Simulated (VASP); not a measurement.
**SiO2: single point with PBE+D3(BJ)**

SiO2:

```
Si O
1.0
     0.00000    0.00000    5.16000
     0.00000    8.36000    0.00000
    -7.08000   -4.18000   -2.58000
Si O
6 12
Direct
  0.08333 0.33333 0.66667
  0.75000 0.00000 0.00000
  0.41667 0.66667 0.33333
  0.58333 0.33333 0.66667
  0.25000 0.00000 0.00000
  0.91667 0.66667 0.33333
  0.73633 0.62633 0.47267
  0.40300 0.29300 0.80600
  0.06967 0.95967 0.13933
  0.76367 0.15367 0.52733
  0.43033 0.82033 0.86067
  0.09700 0.48700 0.19400
  0.23633 0.84633 0.47267
  0.90300 0.51300 0.80600
  0.56967 0.17967 0.13933
  0.26367 0.37367 0.52733
  0.93033 0.04033 0.86067
  0.59700 0.70700 0.19400
```

```yaml
Program: VASP 6.6.1
Task: single point
Functional: PBE
Dispersion: D3(BJ)
Potentials_or_basis: VASP PAW PBE potentials, release 64 (Si, O)
Cutoff: 700 eV
k_mesh: 2 × 2 × 2, shifted
Occupations: gaussian, width 0.1 eV
Spin: no spin polarisation
```

```json
{
 "Pressure": "-26.5 GPa",
 "Largest force": "4.640 eV/Å",
 "Band gap on the k mesh": "3.83 eV",
 "Dispersion energy per atom": "-0.100 eV"
}
```

Forces on the atoms (eV/Å):
```
Si   0.002  0.001  0.000
Si   0.000  0.000  0.001
Si  -0.002 -0.001  0.000
Si   0.002  0.001  0.000
Si   0.000  0.000 -0.001
Si  -0.002 -0.001  0.000
O    3.448  3.105  0.000
O    3.446  3.103 -0.001
O    3.448  3.104  0.000
O   -3.445  3.101 -0.001
O   -3.446  3.104  0.002
O   -3.447  3.102 -0.002
O    3.445 -3.101  0.001
O    3.447 -3.102  0.002
O    3.446 -3.104 -0.002
O   -3.448 -3.105  0.000
O   -3.447 -3.104  0.000
O   -3.446 -3.103  0.001
```

Stress tensor (GPa, compression positive):
```
-22.21   0.00   0.00
  0.00 -19.62   0.00
  0.00   0.00 -37.78
```

Levels at points of the mesh, in eV from the valence-band top:
```csv
k point,band 46,band 47,band 48,band 49,band 50,band 51
"(0.25, 0.25, 0.25)",-0.31,-0.07,-0.07,4.33,4.33,4.54
```

Run time: 2.2 min on 1 thread of Intel(R) Xeon(R) Platinum 8559C (Emerald Rapids) (shared host), peak memory 0.56 GiB.

Caveat: the stress differs along the axes, from -38 to -20 GPa; a shifted mesh leaves out Γ, where band edges can lie; forces of over 1 eV/Å act on the atoms, so gaps and moduli don't describe the material at rest. A k mesh can miss the band edges.
